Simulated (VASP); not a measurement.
# Ge: single point with PBEsol

The system is Ge.

```
Ge
1.0
    -2.46124    2.46124    1.33281
     2.46124   -2.46124    1.33281
     2.46124    2.46124   -1.33281
Ge
2
Direct
  0.25000 0.75000 0.50000
  0.50000 0.50000 0.00000
```

* Program: VASP 6.6.1
* Task: single point
* Functional: PBEsol
* Potentials or basis: VASP PAW PBE potentials, release 64 (Ge_d)
* Cutoff: 520 eV
* k mesh: 16 × 16 × 16
* Occupations: gaussian, width 0.1 eV
* Spin: no spin polarisation

- Pressure: 13.6 GPa
- Band gap on the k mesh: zero (bands 14 and 15 overlap by 6.20 eV)

Stress tensor (GPa, compression positive):
```
13.53  0.00  0.00
 0.00 13.53  0.00
 0.00  0.00 13.63
```

Levels at points of the mesh, in eV from the Fermi level:
| k point | band 12 | band 13 | band 14 | band 15 | band 16 | band 17 |
| --- | --- | --- | --- | --- | --- | --- |
| (0.00, 0.00, 0.00) | -3.63 | -2.80 | -2.80 | 2.90 | 8.51 | 8.51 |
| (0.50, 0.00, 0.00) | -7.08 | -2.43 | -2.39 | -1.65 | 2.23 | 4.03 |
| (0.50, 0.50, 0.00) | -11.53 | 0.53 | 0.53 | 2.20 | 2.20 | 8.44 |
| (0.50, 0.50, 0.50) | -9.37 | -6.91 | -6.91 | 6.82 | 6.82 | 12.67 |

Wall time 2.3 min on 1 thread of Intel(R) Xeon(R) Platinum 8375C CPU @ 2.90GHz (Ice Lake) (shared host), peak memory 0.3 GiB.

Caveat: the cell stands under pressure; the PAW data sets were made with another functional, which shifts forces and pressure a little.
